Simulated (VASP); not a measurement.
# MnSi in VASP: further runs, part 3 of 3

VASP 6.6.1.

### 4 Single point, PBE, collinear spin, ferromagnetic start (atoms moved at random)

The input, INCAR:

```
SYSTEM = MnSi
PREC = Accurate
ENCUT = 520
EDIFF = 1E-7
ISMEAR = -1
SIGMA = 0.05
LREAL = .FALSE.
LASPH = .TRUE.
NELM = 150
ALGO = Normal
ISIF = 2
LWAVE = .FALSE.
LCHARG = .TRUE.
ISPIN = 2
MAGMOM = 4 0
LORBIT = 11
LMAXMIX = 4
GGA = PE
LELF = .TRUE.
LVHAR = .TRUE.
NBANDS = 20
```

The input, KPOINTS:

```
Automatic mesh
0
G
  9 9 9
  0 0 0
```

The input, POSCAR:

```
MnSi
1.0
    2.9874314600      0.0000000000      0.0000000000
    0.0000000000      2.9874314600      0.0000000000
    0.0000000000      0.0000000000      2.9874314600
Mn Si
1 1
Direct
    0.4984300000      0.5122870000      0.4986210000
   -0.0137930000      0.0104120000      0.0018960000
```

Potentials or basis: VASP PAW PBE potentials, release 64 (Mn_pv, Si).

Run with:

```sh
$ cat potpaw_PBE.64/Mn_pv/POTCAR potpaw_PBE.64/Si/POTCAR > POTCAR
$ mpirun -np 1 vasp_std > vasp.out
```

OUTCAR:

```text
SYSTEM = MnSi
   PREC = Accurate
   ENCUT = 520
   EDIFF = 1E-7
   ISMEAR = -1
   LREAL = .FALSE.
   LASPH = .TRUE.
   NELM = 150
   ISIF = 2
   ISPIN = 2
   LORBIT = 11
   GGA = PE

 ion  position               nearest neighbor table
   1  0.498  0.512  0.499-   2 2.56   2 2.56   2 2.57   2 2.58   2 2.60   2 2.61   2 2.61   2 2.62

   2  0.986  0.010  0.002-   1 2.56   1 2.56   1 2.57   1 2.58   1 2.60   1 2.61   1 2.61   1 2.62

  LATTYP: Found a simple cubic cell.
 ALAT       =     2.9874314600

  Lattice vectors:

 A1 = (   2.9874314600,   0.0000000000,   0.0000000000)
 A2 = (   0.0000000000,   2.9874314600,   0.0000000000)
 A3 = (   0.0000000000,   0.0000000000,   2.9874314600)

Analysis of symmetry for initial positions (statically):
=====================================================================
 Subroutine PRICEL returns:
 Original cell was already a primitive cell.

 Routine SETGRP: Setting up the symmetry group for a
 simple cubic supercell.

 Subroutine GETGRP returns: Found  1 space group operations
 (whereof  1 operations were pure point group operations)
 out of a pool of 48 trial point group operations.

The static configuration has the point symmetry C_1 .

Analysis of symmetry for dynamics (positions and initial velocities):
=====================================================================
 Subroutine PRICEL returns:
 Original cell was already a primitive cell.

 Routine SETGRP: Setting up the symmetry group for a
 simple cubic supercell.

 Subroutine GETGRP returns: Found  1 space group operations
 (whereof  1 operations were pure point group operations)
 out of a pool of 48 trial point group operations.

The dynamic configuration has the point symmetry C_1 .

Analysis of structural, dynamic, and magnetic symmetry:
=====================================================================
 Subroutine PRICEL returns:
 Original cell was already a primitive cell.

 Routine SETGRP: Setting up the symmetry group for a
 simple cubic supercell.

 Subroutine GETGRP returns: Found  1 space group operations
 (whereof  1 operations were pure point group operations)
 out of a pool of 48 trial point group operations.

The overall configuration has the point symmetry C_1 .

 Subroutine INISYM returns: Found  1 space group operations
 (whereof  1 operations are pure point group operations),
 and found     1 'primitive' translations

----------------------------------------------------------------------------------------

                                     Primitive cell

  volume of cell :      26.6621

  direct lattice vectors                    reciprocal lattice vectors
     2.987431460  0.000000000  0.000000000     0.334735713  0.000000000  0.000000000
     0.000000000  2.987431460  0.000000000     0.000000000  0.334735713  0.000000000
     0.000000000  0.000000000  2.987431460     0.000000000  0.000000000  0.334735713

  length of vectors
     2.987431460  2.987431460  2.987431460     0.334735713  0.334735713  0.334735713

  position of ions in fractional coordinates (direct lattice)
     0.498430000  0.512287000  0.498621000
     0.986207000  0.010412000  0.001896000

  ion indices of the primitive-cell ions
   primitive index   ion index
                 1           1
                 2           2
[... 64 lines left out ...]
   ISTART =      0    job   : 0-new  1-cont  2-samecut
   ICHARG =      2    charge: 1-file 2-atom 10-const
   ISPIN  =      2    spin polarized calculation?
   LNONCOLLINEAR =      F non collinear calculations
   LSORBIT =      F    spin-orbit coupling
   LASPH  =      T    aspherical Exc in radial PAW
   ENCUT  =  520.0 eV  38.22 Ry    6.18 a.u.   5.55  5.55  5.55*2*pi/ulx,y,z
   NELM   =    150;   NELMIN=  2; NELMDL= -5     # of ELM steps
   EDIFF  = 0.1E-06   stopping-criterion for ELM
   LREAL  =      F    real-space projection
   EDIFFG = 0.1E-05   stopping-criterion for IOM
   NSW    =      0    number of steps for IOM
   IBRION =     -1    ionic relax: 0-MD 1-quasi-New 2-CG
   NFREE  =      0    steps in history (QN), initial steepest desc. (CG)
   ISIF   =      2    stress and relaxation
   ISYM   =      2    0-nonsym 1-usesym 2-fastsym
   POTIM  = 0.5000    time-step for ionic-motion
   TEBEG  =    0.0;   TEEND  =   0.0 temperature during run
   PSTRESS=    0.0 pullay stress
   NELECT =      17.0000    total number of electrons
   NUPDOWN=      -1.0000    fix difference up-down
   EMIN   =  10.00;   EMAX   =-10.00  energy-range for DOS
   EFERMI =   0.00;   METHOD = LEGACY
   ISMEAR =    -1;   SIGMA  =   0.05  broadening in eV -4-tet -1-fermi 0-gaus
   EFERMI_NEDOS =   21; number of points for ismear=-14 and -15
   IALGO  =     38    algorithm
   IMIX   =      4    mixing-type and parameters
     AMIX     =   0.40;   BMIX     =  1.00
     AMIX_MAG =   1.60;   BMIX_MAG =  1.00
  volume/ion in A,a.u.               =      13.33        89.96
  Fermi-wavevector in a.u.,A,eV,Ry     =   1.409050  2.662719 27.013319  1.985423
  Thomas-Fermi vector in A             =   2.531146
   LORBIT       =     11    0 simple, 1 ext, 2 COOP (PROOUT), +10 PAW based schemes
   GGA     = PE    functional components
   LHFCALC =     F    Hartree Fock is set to
   AEXX    =    0.0000 exact exchange contribution
   IVDW    =     0    specifies the selected vdW correction
   LEPSILON=     F    determine dielectric tensor
   LRPA    =     F    only Hartree local field effects (RPA)
 spin polarized calculation
  energy-cutoff  :      520.00
  volume of cell :       26.66
 maximum number of plane-waves:       739
 NGX is ok and might be reduce to    24
   NGX = 11   NGY = 11   NGZ = 11

 number of electron      17.0000007 magnetization       0.8720559

 Free energy of the ion-electron system (eV)
  ---------------------------------------------------
  ext. energy  EPLUGINS =         0.00000000
  ---------------------------------------------------
  free energy    TOTEN  =       -14.63635783 eV

  energy without entropy =      -14.61921854  energy(sigma->0) =      -14.62778819

 E-fermi :   9.3904     XC(G=0): -12.1239

 val. band max:        9.3689751671   @ k =   0.1111  -0.4444   0.4444
 cond. band min:       9.3971696670   @ k =   0.3333  -0.1111   0.3333
 fundamental gap:      0.0281944999
 Fermi energy:         9.3904236577

 spin component 1

 k-point     1 :       0.0000    0.0000    0.0000
  band No.  band energies     occupation
      1     -38.7347      1.00000
      2     -38.7325      1.00000
      3     -38.7320      1.00000
      4      -2.5551      1.00000
      5       6.9728      1.00000
      6       6.9734      1.00000
[... 541 lines left out ...]
     19      26.9519      0.00000
     20      28.7716      0.00000

 [... further k-points ...]

 spin component 2

 k-point     1 :       0.0000    0.0000    0.0000
  band No.  band energies     occupation
      1     -37.7274      1.00000
      2     -37.7274      1.00000
      3     -37.7271      1.00000
      4      -2.5924      1.00000
      5       7.3747      1.00000
      6       7.3770      1.00000
[... 541 lines left out ...]
     19      27.0436      0.00000
     20      28.8422      0.00000

 [... further k-points ...]

------------------------ aborting loop because EDIFF is reached ----------------------------------------

  FORCE on cell =-STRESS in cart. coord.  units (eV):
  Direction    XX          YY          ZZ          XY          YZ          ZX
  --------------------------------------------------------------------------------------
  -------------------------------------------------------------------------------------
  Total       -4.3342854     -4.3229938     -4.3229910      0.0049179     -0.0013374     -0.0086134
  in kB     -260.4559226   -259.7773893   -259.7772180      0.2955263     -0.0803651     -0.5175972
  external PRESSURE =    -260.0035099 kB  Pullay stress =       0.0000000 kB

 VOLUME and BASIS-vectors are now :
 -----------------------------------------------------------------------------
  energy-cutoff  :      520.00
  volume of cell :       26.66
      direct lattice vectors                 reciprocal lattice vectors
     2.987431460  0.000000000  0.000000000     0.334735713  0.000000000  0.000000000
     0.000000000  2.987431460  0.000000000     0.000000000  0.334735713  0.000000000
     0.000000000  0.000000000  2.987431460     0.000000000  0.000000000  0.334735713

 POSITION                                       TOTAL-FORCE (eV/Angst)
 -----------------------------------------------------------------------------------
      1.48903      1.53042      1.48960        -0.075920     -0.011821      0.020716
      2.94623      0.03111      0.00566         0.075920      0.011821     -0.020716
 -----------------------------------------------------------------------------------
    total drift:                                0.000293     -0.000063      0.000251

  FREE ENERGIE OF THE ION-ELECTRON SYSTEM (eV)
  ---------------------------------------------------
  free  energy   TOTEN  =       -14.6363578291 eV

  energy  without entropy=      -14.6192185427  energy(sigma->0) =      -14.62778819

 total charge

# of ion       s       p       d       tot
------------------------------------------
    1        0.282   6.255   5.205  11.741
    2        0.738   0.790   0.000   1.528
--------------------------------------------------
tot          1.019   7.045   5.205  13.269

 magnetization (x)

# of ion       s       p       d       tot
------------------------------------------
    1       -0.001   0.008   0.954   0.961
    2       -0.020  -0.051   0.000  -0.071
--------------------------------------------------
tot         -0.022  -0.042   0.954   0.890
```

OSZICAR:

```text
N       E                     dE             d eps       ncg     rms          rms(c)
DAV:   1     0.125304671431E+03    0.12530E+03   -0.90936E+03 29400   0.918E+02
DAV:   2    -0.111255915156E+02   -0.13643E+03   -0.12899E+03 29772   0.268E+02
DAV:   3    -0.157550669129E+02   -0.46295E+01   -0.45560E+01 33992   0.526E+01
DAV:   4    -0.157973625059E+02   -0.42296E-01   -0.42274E-01 31928   0.500E+00
DAV:   5    -0.157979358923E+02   -0.57339E-03   -0.57338E-03 32888   0.574E-01    0.175E+01
DAV:   6    -0.178169853223E+02   -0.20190E+01   -0.15194E+01 30576   0.474E+01    0.180E+01
DAV:   7    -0.145901588100E+02    0.32268E+01   -0.54334E+00 30504   0.313E+01    0.425E+00
DAV:   8    -0.146261664976E+02   -0.36008E-01   -0.15074E-01 31220   0.344E+00    0.201E+00
DAV:   9    -0.146339233052E+02   -0.77568E-02   -0.20919E-02 33816   0.156E+00    0.964E-01
DAV:  10    -0.146360780801E+02   -0.21548E-02   -0.56504E-03 31328   0.596E-01    0.337E-01
DAV:  11    -0.146363255709E+02   -0.24749E-03   -0.12756E-03 32744   0.302E-01    0.153E-01
DAV:  12    -0.146363499397E+02   -0.24369E-04   -0.10232E-04 32356   0.819E-02    0.445E-02
DAV:  13    -0.146363539570E+02   -0.40173E-05   -0.14813E-05 31972   0.369E-02    0.239E-02
DAV:  14    -0.146363576072E+02   -0.36501E-05   -0.22193E-06 32160   0.185E-02    0.104E-02
DAV:  15    -0.146363580176E+02   -0.41042E-06   -0.55161E-07 32180   0.841E-03    0.311E-03
DAV:  16    -0.146363578689E+02    0.14871E-06   -0.10937E-07 17700   0.328E-03    0.995E-04
DAV:  17    -0.146363578291E+02    0.39784E-07   -0.17628E-08 15656   0.131E-03
   1 F= -.14636358E+02 E0= -.14627788E+02  d E =-.171393E-01  mag=     0.8720
```

It took 8.1 min on 1 thread of Intel Xeon 8259CL, shared host; peak memory 0.38 GiB.

Results:

- Free energy: -14.6364 eV
- Pressure: -26.0 GPa
- Largest force: 0.080 eV/Å
- Net moment: 0.87 μB per cell
- Site moments: Mn +0.96; Si -0.07 μB
- Valence electrons inside the program's atomic spheres: Mn 11.74; Si 1.53

Forces on the atoms (eV/Å):
```
Mn  -0.076 -0.012  0.021
Si   0.076  0.012 -0.021
```

Caveat: the cell differs from its parent crystal (atoms moved at random); the cell stands under tension.

### 5 Summary

| cell | gap on the mesh (eV) | pressure (GPa) | moment (μB) |
| --- | --- | --- | --- |
| a = 3.027 Å, 2 atoms, atomic positions A | none | -28.7 | 0.90 |
| a = 3.046 Å, 2 atoms, atomic positions A | none | -21.6 | 1.95 |
| a = 2.987 Å, 2 atoms, atomic positions B | none | -26.0 | 0.87 |

Alike in all rows: task single point; level PBE; potentials or basis VASP PAW PBE potentials, release 64 (Mn_pv, Si); spin collinear, ferromagnetic start; k mesh 9 × 9 × 9; cutoff (eV) 520; smearing fermi-dirac 0.05 eV.

Caveats: the cell stands under tension.

Absolute energies hang on the potentials; compare differences alone.

The gap in the log of VASP goes by the Fermi energy; the results here count the filled bands.